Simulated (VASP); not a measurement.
# W (Im-3m) in VASP: a series of runs, part 2 of 2

VASP 6.6.1. The steps go on from the part before.

### Step 5. Relaxation of cell and atoms, LDA

INCAR reads:

```
SYSTEM = W
PREC     = Accurate       ! precision mode
ENCUT    = 600            ! plane-wave cutoff, eV
EDIFF    = 1E-6           ! SCF threshold, eV
ISMEAR   = 0              ! smearing method
SIGMA    = 0.1            ! smearing width, eV
LREAL    = .FALSE.        ! projectors in reciprocal space
LASPH    = .TRUE.         ! aspherical terms in the spheres
NELM     = 100            ! most SCF steps
ALGO     = Fast           ! electronic algorithm
ISIF     = 3              ! what is computed and relaxed
LWAVE    = .FALSE.        ! write WAVECAR
LCHARG   = .FALSE.        ! write CHGCAR
GGA      = CA             ! functional
IBRION   = 2              ! ionic algorithm
NSW      = 100            ! ionic steps
EDIFFG   = -0.005         ! ionic threshold
```

KPOINTS reads:

```
regular mesh
0
G
  18 18 18
  0 0 0
```

POSCAR reads:

```
W
1.0
   -1.5689656086      1.5689656086      1.5689656086
    1.5689656086     -1.5689656086      1.5689656086
    1.5689656086      1.5689656086     -1.5689656086
W
1
Direct
    0.0000000000      0.0000000000      0.0000000000
```

Potentials or basis: VASP PAW LDA potentials, release 64 (W_sv).

Command:

```
$ cat potpaw_LDA.64/W_sv/POTCAR > POTCAR
$ mpirun -np 1 vasp_std > vasp.out
```

OUTCAR:

```text
SYSTEM = W
   PREC = Accurate
   ENCUT = 600
   EDIFF = 1E-6
   ISMEAR = 0
   LREAL = .FALSE.
   LASPH = .TRUE.
   NELM = 100
   ISIF = 3
   GGA = CA
   IBRION = 2
   NSW = 100
   EDIFFG = -0.005

 ion  position               nearest neighbor table
   1  0.000  0.000  0.000-

  LATTYP: Found a body centered cubic cell.
 ALAT       =     3.1379312172

  Lattice vectors:

 A1 = (  -1.5689656086,   1.5689656086,   1.5689656086)
 A2 = (   1.5689656086,  -1.5689656086,   1.5689656086)
 A3 = (   1.5689656086,   1.5689656086,  -1.5689656086)

Analysis of symmetry for initial positions (statically):
=====================================================================
 Subroutine PRICEL returns:
 Original cell was already a primitive cell.

 Routine SETGRP: Setting up the symmetry group for a
 body centered cubic supercell.

 Subroutine GETGRP returns: Found 48 space group operations
 (whereof 48 operations were pure point group operations)
 out of a pool of 48 trial point group operations.

The static configuration has the point symmetry O_h .

Analysis of symmetry for dynamics (positions and initial velocities):
=====================================================================
 Subroutine PRICEL returns:
 Original cell was already a primitive cell.

 Routine SETGRP: Setting up the symmetry group for a
 body centered cubic supercell.

 Subroutine GETGRP returns: Found 48 space group operations
 (whereof 48 operations were pure point group operations)
 out of a pool of 48 trial point group operations.

The dynamic configuration has the point symmetry O_h .

 Subroutine INISYM returns: Found 48 space group operations
 (whereof 48 operations are pure point group operations),
 and found     1 'primitive' translations

----------------------------------------------------------------------------------------

                                     Primitive cell

  volume of cell :      15.4490

  direct lattice vectors                    reciprocal lattice vectors
    -1.568965609  1.568965609  1.568965609     0.000000000  0.318681300  0.318681300
     1.568965609 -1.568965609  1.568965609     0.318681300  0.000000000  0.318681300
     1.568965609  1.568965609 -1.568965609     0.318681300  0.318681300  0.000000000

  length of vectors
     2.717528149  2.717528149  2.717528149     0.450683417  0.450683417  0.450683417

  position of ions in fractional coordinates (direct lattice)
     0.000000000  0.000000000  0.000000000

  ion indices of the primitive-cell ions
   primitive index   ion index
                 1           1

----------------------------------------------------------------------------------------

 KPOINTS: regular mesh

Automatic generation of k-mesh.
 Grid dimensions read from file:
 generate k-points for:   18   18   18

 Generating k-lattice:

  Cartesian coordinates                     Fractional coordinates (reciprocal lattice)
     0.000000000  0.017704517  0.017704517     0.055555556  0.000000000  0.000000000
     0.017704517  0.000000000  0.017704517     0.000000000  0.055555556  0.000000000
[... 44 lines left out ...]
   dimension x,y,z NGXF=    48 NGYF=   48 NGZF=   48
   ions per type =               1
   NGX,Y,Z   is equivalent  to a cutoff of  14.68, 14.68, 14.68 a.u.
   NGXF,Y,Z  is equivalent  to a cutoff of  29.36, 29.36, 29.36 a.u.
 SYSTEM =  W
   PREC   = accura    normal or accurate (medium, high low for compatibility)
   ISTART =      0    job   : 0-new  1-cont  2-samecut
   ICHARG =      2    charge: 1-file 2-atom 10-const
   ISPIN  =      1    spin polarized calculation?
   LNONCOLLINEAR =      F non collinear calculations
   LSORBIT =      F    spin-orbit coupling
   LASPH  =      T    aspherical Exc in radial PAW
   ENCUT  =  600.0 eV  44.10 Ry    6.64 a.u.   5.43  5.43  5.43*2*pi/ulx,y,z
   NELM   =    100;   NELMIN=  2; NELMDL= -5     # of ELM steps
   EDIFF  = 0.1E-05   stopping-criterion for ELM
   LREAL  =      F    real-space projection
   EDIFFG = -.5E-02   stopping-criterion for IOM
   NSW    =    100    number of steps for IOM
   IBRION =      2    ionic relax: 0-MD 1-quasi-New 2-CG
   NFREE  =      1    steps in history (QN), initial steepest desc. (CG)
   ISIF   =      3    stress and relaxation
   ISYM   =      2    0-nonsym 1-usesym 2-fastsym
   POTIM  = 0.5000    time-step for ionic-motion
   TEBEG  =    0.0;   TEEND  =   0.0 temperature during run
   PSTRESS=    0.0 pullay stress
   NELECT =      14.0000    total number of electrons
   NUPDOWN=      -1.0000    fix difference up-down
   EMIN   =  10.00;   EMAX   =-10.00  energy-range for DOS
   EFERMI =   0.00;   METHOD = LEGACY
   ISMEAR =     0;   SIGMA  =   0.10  broadening in eV -4-tet -1-fermi 0-gaus
   EFERMI_NEDOS =   21; number of points for ismear=-14 and -15
   IALGO  =     68    algorithm
   IMIX   =      4    mixing-type and parameters
     AMIX     =   0.40;   BMIX     =  1.00
     AMIX_MAG =   1.60;   BMIX_MAG =  1.00
  volume/ion in A,a.u.               =      15.45       104.25
  Fermi-wavevector in a.u.,A,eV,Ry     =   1.584227  2.993755 34.147566  2.509775
  Thomas-Fermi vector in A             =   2.683877
   LORBIT       =      0    0 simple, 1 ext, 2 COOP (PROOUT), +10 PAW based schemes
   GGA     = CA    functional components
   LHFCALC =     F    Hartree Fock is set to
   AEXX    =    0.0000 exact exchange contribution
   IVDW    =     0    specifies the selected vdW correction
   LEPSILON=     F    determine dielectric tensor
   LRPA    =     F    only Hartree local field effects (RPA)
 conjugate gradient relaxation of ions
 non-spin polarized calculation
 RMM-DIIS sequential band-by-band and
 Gauss-broadening in eV      SIGMA  =   0.10
  energy-cutoff  :      600.00
  volume of cell :       15.45
 maximum number of plane-waves:       533
 NGX is ok and might be reduce to    24
   NGX = 11   NGY = 11   NGZ = 11

--------------------------------------- Ionic step        1  -------------------------------------------

 number of electron      14.0000000 magnetization

 Free energy of the ion-electron system (eV)
  ---------------------------------------------------
  ext. energy  EPLUGINS =         0.00000000
  ---------------------------------------------------
  free energy    TOTEN  =       -14.10115863 eV

  energy without entropy =      -14.09742428  energy(sigma->0) =      -14.09929145

------------------------ aborting loop because EDIFF is reached ----------------------------------------

  FORCE on cell =-STRESS in cart. coord.  units (eV):
  Direction    XX          YY          ZZ          XY          YZ          ZX
  --------------------------------------------------------------------------------------
  -------------------------------------------------------------------------------------
  Total        0.1374147      0.1374147      0.1374147      0.0000000      0.0000000     -0.0000000
  in kB       14.2509443     14.2509443     14.2509443      0.0000000      0.0000000     -0.0000000
  external PRESSURE =      14.2509443 kB  Pullay stress =       0.0000000 kB
[... 92 lines left out ...]
--------------------------------------- Ionic step        4  -------------------------------------------

 number of electron      14.0000000 magnetization

 Free energy of the ion-electron system (eV)
  ---------------------------------------------------
  ext. energy  EPLUGINS =         0.00000000
  ---------------------------------------------------
  free energy    TOTEN  =       -14.10141681 eV

  energy without entropy =      -14.09771481  energy(sigma->0) =      -14.09956581

 E-fermi :  11.6261     XC(G=0): -13.9530

 val. band max:       11.6033644420   @ k =  -0.4444   0.4444   0.2778
 cond. band min:      11.6274547948   @ k =  -0.2778   0.3333   0.2222
 fundamental gap:      0.0240903529
 Fermi energy:        11.6260709052

 k-point     1 :       0.0000    0.0000    0.0000
  band No.  band energies     occupation
      1     -62.0824      2.00000
      2     -25.8556      2.00000
      3     -25.8556      2.00000
      4     -25.8556      2.00000
      5       1.9764      2.00000
      6      10.3405      2.00000
      7      10.3405      2.00000
      8      10.3405      2.00000
      9      13.8780      0.00000
     10      13.8780      0.00000
     11      26.2644      0.00000
[... 309 lines left out ...]
 k-point    24 :       0.3889    0.1111    0.0000
  band No.  band energies     occupation
      1     -61.9298      2.00000
      2     -27.1764      2.00000
      3     -26.3503      2.00000
      4     -25.9269      2.00000
      5       5.6991      2.00000
      6       8.1123      2.00000
      7      11.1770      2.00000
      8      13.6738      0.00000
      9      15.0448      0.00000
     10      18.2711      0.00000
     11      22.8895      0.00000

 [... further k-points ...]
[... 5 lines left out ...]
  --------------------------------------------------------------------------------------
  -------------------------------------------------------------------------------------
  Total        0.0008112      0.0008112      0.0008112      0.0000000      0.0000000     -0.0000000
  in kB        0.0838055      0.0838055      0.0838055      0.0000000      0.0000000     -0.0000000
  external PRESSURE =       0.0838055 kB  Pullay stress =       0.0000000 kB
[... 16 lines left out ...]
  FREE ENERGIE OF THE ION-ELECTRON SYSTEM (eV)
  ---------------------------------------------------
  free  energy   TOTEN  =       -14.1014168108 eV

  energy  without entropy=      -14.0977148132  energy(sigma->0) =      -14.09956581

 reached required accuracy - stopping structural energy minimisation
```

Wall time 1.7 min (1 thread of Intel Xeon 8259CL, shared host); peak memory 0.17 GiB.

What came out:

```yaml
Free_energy: -14.1014 eV
Relaxed_volume: 15.51 Å³/atom
Relaxed_cell: a = 2.721 Å, b = 2.721 Å, c = 2.721 Å, α = 109.47°, β = 109.47°, γ = 109.47°
Space_group_after_relaxing_to_0.1_Å: Im-3m (No. 229)
Energy_gained_by_relaxing: 0.3 meV/atom
Ionic_steps: 4
Pressure_after_relaxing: 0.0 GPa
Band_gap_on_the_k_mesh: zero (bands 7 and 8 overlap by 6.60 eV)
```

Step by step:
```csv
step,energy change (eV),largest force (eV/Å),pressure (GPa),volume (Å³)
1,0.0000,0.0000,1.43,15.45
2,0.0038,0.0000,-5.38,15.76
3,-0.0003,0.0000,-0.15,15.52
4,-0.0003,0.0000,0.01,15.51
```

Final structure:
```
W
1.0
    -1.57098    1.57098    1.57098
     1.57098   -1.57098    1.57098
     1.57098    1.57098   -1.57098
W
1
Direct
  0.00000 0.00000 0.00000
```

Caveat: spin-orbit coupling is left out, which moves the levels of the heavy elements.

### Step 6. Summary

| task | cell | k mesh | cutoff (eV) | smearing | gap on the mesh (eV) | pressure (GPa) |
| --- | --- | --- | --- | --- | --- | --- |
| single point | a = 2.716 Å, angles 109.5°, 1 atom | 18 × 18 × 18 | 520 | gaussian 0.1 eV | none | 1.9 |
| single point | a = 2.716 Å, angles 109.5°, 1 atom | 20 × 20 × 20 | 520 | gaussian 0.15 eV | none | 1.7 |
| single point | a = 2.716 Å, angles 109.5°, 1 atom | 22 × 22 × 22 | 520 | gaussian 0.15 eV | none | 1.7 |
| relaxation of cell and atoms | relaxed from a = 2.718 Å, angles 109.5°, 1 atom | 18 × 18 × 18 | 600 | gaussian 0.1 eV | none | 0.0 |

Alike in all rows: level LDA; potentials or basis VASP PAW LDA potentials, release 64 (W_sv); no spin polarisation.

Caveats: spin-orbit coupling is left out, which moves the levels of the heavy elements.

Total energies depend on the potentials used, so only differences within one code and one set of settings carry meaning.
